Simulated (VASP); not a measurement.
# Be3CdS2 in VASP: notebook, part 2 of 2

VASP 6.6.1. The steps go on from the part before.

### 3 Single point, PBE

This run uses another cell than the first one: it holds 12 atoms, not 6.

The input, INCAR:

```
ALGO     = Normal         # electronic algorithm
EDIFF    = 1E-6           # SCF threshold, eV
ENCUT    = 600            # plane-wave cutoff, eV
GGA      = PE             # functional
GGA_COMPAT= F            
ISIF     = 2              # what is computed and relaxed
ISMEAR   = 0              # smearing method
LASPH    = T              # aspherical terms in the spheres
LCHARG   = T              # write CHGCAR
LELF     = T              # ELF
LREAL    = F              # projectors in reciprocal space
LVHAR    = T            
LWAVE    = F              # write WAVECAR
NBANDS   = 42             # bands
NELM     = 120            # most SCF steps
PREC     = Accurate       # precision mode
SIGMA    = 0.2            # smearing width, eV
```

The input, KPOINTS:

```
k-points
0
Gamma
  8 4 2
```

The input, POSCAR:

```
Be3CdS2
1.0
    0.0000000000      0.0000000000      3.1419400480
    5.5976008802      0.0000000000      0.0000000000
    0.0000000001      9.6953291249      0.0000000000
Be Cd S
6 2 4
Direct
    0.5000000000      0.2500000000      0.2500000000
    0.5000000000      0.7500000000      0.7500000000
    0.5000000000      0.5000000000      0.0000000000
    0.5000000000      1.0000000000      0.5000000000
    0.5000000000      0.7500000000      0.2500000000
    0.5000000000      0.2500000000      0.7500000000
    0.5000000000      0.0000000000      0.0000000000
    0.5000000000      0.5000000000      0.5000000000
    1.0000000000      0.5000000000      0.1666666667
    0.0000000000      0.0000000000      0.6666666667
    0.0000000000      1.0000000000      0.3333333333
    0.0000000000      0.5000000000      0.8333333333
```

Potentials or basis: VASP PAW PBE potentials, release 64 (Be, Cd, S).

Launch:

```sh
> cat potpaw_PBE.64/Be/POTCAR potpaw_PBE.64/Cd/POTCAR potpaw_PBE.64/S/POTCAR > POTCAR
> mpirun -np 1 vasp_std > vasp.out
```

Wall time 5.3 min (1 thread of AMD EPYC 9755, shared host); peak memory 0.41 GiB.

The run converged. Its results:

```yaml
Free_energy: -40.1851 eV
Pressure: 0.0 GPa
Largest_force: 0.026 eV/Å
Band_gap_on_the_k_mesh: zero (bands 30 and 31 overlap by 1.37 eV)
```

Forces on the atoms (eV/Å):
```
Be   0.000  0.000  0.000
Be   0.000  0.000  0.000
Be   0.000  0.000  0.000
Be   0.000  0.000  0.000
Be   0.000  0.000  0.000
Be   0.000  0.000  0.000
Cd   0.000  0.000  0.000
Cd   0.000  0.000  0.000
S    0.000 -0.026  0.000
S    0.000 -0.026  0.000
S    0.000  0.026  0.000
S    0.000  0.026  0.000
```

Stress tensor (GPa, compression positive):
```
-0.08  0.00  0.00
 0.00  0.81  0.00
 0.00  0.00 -0.78
```

Levels at points of the mesh, in eV from the Fermi level:
```csv
k point,band 27,band 28,band 29,band 30,band 31,band 32,band 33,band 34
"(0.00, 0.00, 0.00)",-2.82,-2.02,-0.12,0.32,0.77,0.78,2.17,2.66
"(0.50, 0.00, 0.00)",-2.30,-2.22,-1.42,-1.40,-0.44,-0.22,-0.21,0.17
"(0.00, 0.50, 0.00)",-2.81,-2.81,0.14,0.14,0.70,0.70,2.33,2.33
"(0.50, 0.50, 0.00)",-2.16,-2.16,-1.46,-1.46,-0.28,-0.28,0.59,0.59
"(0.00, 0.00, 0.50)",-2.36,-2.36,-0.35,-0.35,0.45,0.45,2.60,2.60
"(0.50, 0.00, 0.50)",-2.57,-2.57,-1.92,-1.92,0.11,0.11,0.78,0.78
"(0.00, 0.50, 0.50)",-2.82,-2.82,-0.11,-0.11,0.31,0.31,2.17,2.17
"(0.50, 0.50, 0.50)",-2.30,-2.30,-2.21,-2.21,0.70,0.70,0.76,0.76
```

### 4 Single point, PBE

The input, INCAR:

```
SYSTEM = Be3CdS2
ALGO = Normal
EDIFF = 1E-6
ENCUT = 600
GGA = PE
GGA_COMPAT = .False.
ISIF = 2
ISMEAR = 0
LASPH = .True.
LCHARG = .True.
LELF = .True.
LREAL = .False.
LVHAR = .True.
LWAVE = .False.
NBANDS = 24
NELM = 120
PREC = Accurate
SIGMA = 0.1
```

The input, KPOINTS:

```
k-points
0
Gamma
  12 12 12
  0 0 0
```

The input, POSCAR:

```
Be3CdS2
1.0
    5.5976008802      0.0000000000      0.0000000000
   -2.7988004401      4.8476645625      0.0000000000
    0.0000000000      0.0000000000      3.1419400480
Be Cd S
3 1 2
Direct
    0.5000000000      0.5000000000      0.5000000000
    0.5000000000      0.0000000000      0.5000000000
    0.0000000000      0.5000000000      0.5000000000
    0.0000000000      0.0000000000      0.5000000000
    0.6666666667      0.3333333333      0.0000000000
    0.3333333333      0.6666666667      0.0000000000
```

Potentials or basis: VASP PAW PBE potentials, release 64 (Be, Cd, S).

Launch:

```sh
> cat potpaw_PBE.64/Be/POTCAR potpaw_PBE.64/Cd/POTCAR potpaw_PBE.64/S/POTCAR > POTCAR
> mpirun -np 1 vasp_std > vasp.out
```

OUTCAR:

```text
SYSTEM = Be3CdS2
   EDIFF = 1E-6
   ENCUT = 600
   GGA = PE
   ISIF = 2
   ISMEAR = 0
   LASPH = .True.
   LREAL = .False.
   NELM = 120
   PREC = Accurate

 ion  position               nearest neighbor table
   1  0.500  0.500  0.500-   5 2.25   6 2.25   5 2.25   6 2.25   4 2.80   4 2.80
   2  0.500  0.000  0.500-   5 2.25   6 2.25   5 2.25   6 2.25   4 2.80   4 2.80
   3  0.000  0.500  0.500-   5 2.25   6 2.25   5 2.25   6 2.25   4 2.80   4 2.80
   4  0.000  0.000  0.500-   2 2.80   2 2.80   3 2.80   3 2.80   1 2.80   1 2.80
   5  0.667  0.333  0.000-   3 2.25   3 2.25   2 2.25   2 2.25   1 2.25   1 2.25
   6  0.333  0.667  0.000-   3 2.25   3 2.25   2 2.25   2 2.25   1 2.25   1 2.25

  LATTYP: Found a hexagonal cell.
 ALAT       =     5.5976008802
 C/A-ratio  =     0.5613011923

  Lattice vectors:

 A1 = (   5.5976008802,   0.0000000000,   0.0000000000)
 A2 = (  -2.7988004401,   4.8476645625,   0.0000000000)
 A3 = (   0.0000000000,   0.0000000000,   3.1419400480)

Analysis of symmetry for initial positions (statically):
=====================================================================
 Subroutine PRICEL returns:
 Original cell was already a primitive cell.
[... 183 lines left out ...]
 fundamental gap:      0.0175331047
 Fermi energy:         6.0452863616

 k-point     1 :       0.0000    0.0000    0.0000
  band No.  band energies     occupation
      1     -10.0344      2.00000
      2      -8.6232      2.00000
      3      -3.3578      2.00000
      4      -3.1929      2.00000
      5      -3.1929      2.00000
      6      -2.6780      2.00000
[... 637 lines left out ...]
     23      12.4062      0.00000
     24      12.4773      0.00000

 [... further k-points ...]

------------------------ aborting loop because EDIFF is reached ----------------------------------------

  FORCE on cell =-STRESS in cart. coord.  units (eV):
  Direction    XX          YY          ZZ          XY          YZ          ZX
  --------------------------------------------------------------------------------------
  -------------------------------------------------------------------------------------
  Total        0.0035537      0.0035537      0.0401429      0.0000000      0.0000000      0.0000000
  in kB        0.0667814      0.0667814      0.7543735      0.0000000      0.0000000      0.0000000
  external PRESSURE =       0.2959787 kB  Pullay stress =       0.0000000 kB

 VOLUME and BASIS-vectors are now :
 -----------------------------------------------------------------------------
  energy-cutoff  :      600.00
  volume of cell :       85.26
      direct lattice vectors                 reciprocal lattice vectors
     5.597600880  0.000000000  0.000000000     0.178647964  0.103142450  0.000000000
    -2.798800440  4.847664563  0.000000000     0.000000000  0.206284900  0.000000000
     0.000000000  0.000000000  3.141940048     0.000000000  0.000000000  0.318274692

 POSITION                                       TOTAL-FORCE (eV/Angst)
 -----------------------------------------------------------------------------------
      1.39940      2.42383      1.57097        -0.000000      0.000000      0.000000
      2.79880      0.00000      1.57097        -0.000000      0.000000      0.000000
     -1.39940      2.42383      1.57097        -0.000000      0.000000      0.000000
      0.00000      0.00000      1.57097        -0.000000      0.000000      0.000000
      2.79880      1.61589      0.00000         0.000000     -0.000000     -0.000000
     -0.00000      3.23178      0.00000        -0.000000      0.000000      0.000000
 -----------------------------------------------------------------------------------
    total drift:                               -0.000000      0.000000      0.000000

  FREE ENERGIE OF THE ION-ELECTRON SYSTEM (eV)
  ---------------------------------------------------
  free  energy   TOTEN  =       -20.0482631930 eV

  energy  without entropy=      -20.0369571740  energy(sigma->0) =      -20.04261018
```

stdout:

```text
POSCAR found type information on POSCAR BeCdS
 POSCAR found :  3 types and       6 ions
 scaLAPACK will be used
 LDA part: xc-table for (Slater+PW92), standard interpolation
 POSCAR, INCAR and KPOINTS ok, starting setup
 FFT: planning ... GRIDC
 FFT: planning ... GRID_SOFT
 FFT: planning ... GRID
 WAVECAR not read
 entering main loop
```

It took 7 min on 1 thread of AMD EPYC 9755, shared host; peak memory 0.44 GiB.

What came out:

```
Free energy            : -20.0483 eV
Pressure               : 0.0 GPa
Band gap on the k mesh : zero (bands 15 and 16 overlap by 2.30 eV)
```

### 5 Relaxation of cell and atoms, PBE

The input, INCAR:

```
SYSTEM = Be3CdS2
PREC = Accurate
ENCUT = 600
EDIFF = 1E-7
ISMEAR = 0
SIGMA = 0.1
LREAL = .FALSE.
LASPH = .TRUE.
NELM = 120
ALGO = Normal
ISIF = 3
LWAVE = .FALSE.
LCHARG = .FALSE.
GGA = PE
IBRION = 2
NSW = 100
EDIFFG = -0.01
GGA_COMPAT = .FALSE.
NELMIN = 4
```

The input, KPOINTS:

```
Automatic mesh
0
G
  12 12 12
  0 0 0
```

Changes to POSCAR since step 4:

```diff
@@ -2,5 +2,5 @@
 1.0
-    5.5976008802      0.0000000000      0.0000000000
-   -2.7988004401      4.8476645625      0.0000000000
-    0.0000000000      0.0000000000      3.1419400480
+    5.5916317079      0.0000000000      0.0000000000
+   -2.7958158539      4.8424951076      0.0000000000
+    0.0000000000      0.0000000000      3.1495779552
 Be Cd S
```

Launch:

```sh
> cat potpaw_PBE.64/Be/POTCAR potpaw_PBE.64/Cd/POTCAR potpaw_PBE.64/S/POTCAR > POTCAR
> mpirun -np 1 vasp_std > vasp.out
```

It took 14 min on 1 thread of Oxide Virtual Turin-like, shared host; peak memory 0.41 GiB.

The run converged. Its results:

| Quantity | Value |
| --- | --- |
| Free energy | -20.0482 eV |
| Relaxed volume | 14.21 Å³/atom |
| Relaxed cell | a = 5.595 Å, b = 5.595 Å, c = 3.145 Å, α = 90.00°, β = 90.00°, γ = 120.00° |
| Space group after relaxing (to 0.1 Å) | P6/mmm (No. 191) |
| Energy gained by relaxing | 0.0 meV/atom |
| Ionic steps | 2 |
| Pressure after relaxing | 0.0 GPa |
| Band gap on the k mesh | zero (bands 15 and 16 overlap by 2.30 eV) |

Stress tensor (GPa, compression positive):
```
 0.07  0.00  0.00
 0.00  0.07  0.00
 0.00  0.00 -0.08
```

The path:
```csv
step,energy change (eV),largest force (eV/Å),pressure (GPa),volume (Å³)
1,0.0000,0.0000,-0.04,85.28
2,-0.0002,0.0000,0.02,85.24
```

Final structure:
```xyz
6
Lattice="5.5947 0.0000 0.0000 -2.7974 4.8452 0.0000 0.0000 0.0000 3.1446" Properties=species:S:1:pos:R:3 pbc="T T T"
Be    1.3987    2.4226    1.5723
Be    0.0000    4.8452    1.5723
Be    4.1961    2.4226    1.5723
Cd    2.7974    4.8452    1.5723
S     2.7974    1.6151    0.0000
S     0.0000    3.2301    3.1446
```

Levels at points of the mesh, in eV from the Fermi level:
| k point | band 13 | band 14 | band 15 | band 16 | band 17 | band 18 |
| --- | --- | --- | --- | --- | --- | --- |
| (0.00, 0.00, 0.00) | -3.99 | -2.09 | 0.72 | 0.72 | 2.58 | 2.66 |
| (0.50, 0.00, 0.00) | -3.00 | -2.89 | -0.17 | 0.24 | 2.10 | 3.24 |
| (0.00, 0.00, 0.50) | -2.87 | -1.48 | -1.48 | -0.52 | -0.27 | -0.27 |
| (0.50, 0.00, 0.50) | -3.42 | -2.36 | -2.28 | 0.63 | 0.70 | 1.90 |

Caveat: the highest band is partly filled, so the run has too few bands.

### 6 Summary

```tsv
task	cell	k mesh	smearing	gap on the mesh (eV)	pressure (GPa)	largest force (eV/Å)
single point	a = 5.592, b = 5.592, c = 3.150 Å, angles 90.0, 90.0, 120.0°, 6 atoms, atomic positions A	6 × 6 × 6	gaussian 0.1 eV	none	0.1	0.01
single point	a = 3.142, b = 5.598, c = 9.695 Å, 12 atoms, atomic positions B	8 × 4 × 2	gaussian 0.2 eV	none	0.0	0.03
single point	a = 5.598, b = 5.598, c = 3.142 Å, angles 90.0, 90.0, 120.0°, 6 atoms, atomic positions C	12 × 12 × 12	gaussian 0.1 eV	none	0.0	-
relaxation of cell and atoms	relaxed from a = 5.592, b = 5.592, c = 3.150 Å, angles 90.0, 90.0, 120.0°, 6 atoms, atomic positions C	12 × 12 × 12	gaussian 0.1 eV	none	0.0	-
```

Alike in all rows: level PBE; potentials or basis VASP PAW PBE potentials, release 64 (Be, Cd, S); no spin polarisation; cutoff (eV) 600.

Caveats: the highest band is partly filled, so the run has too few bands (at least some runs).

Absolute energies hang on the potentials; compare differences alone.

The gap in the log of VASP goes by the Fermi energy; the results here count the filled bands.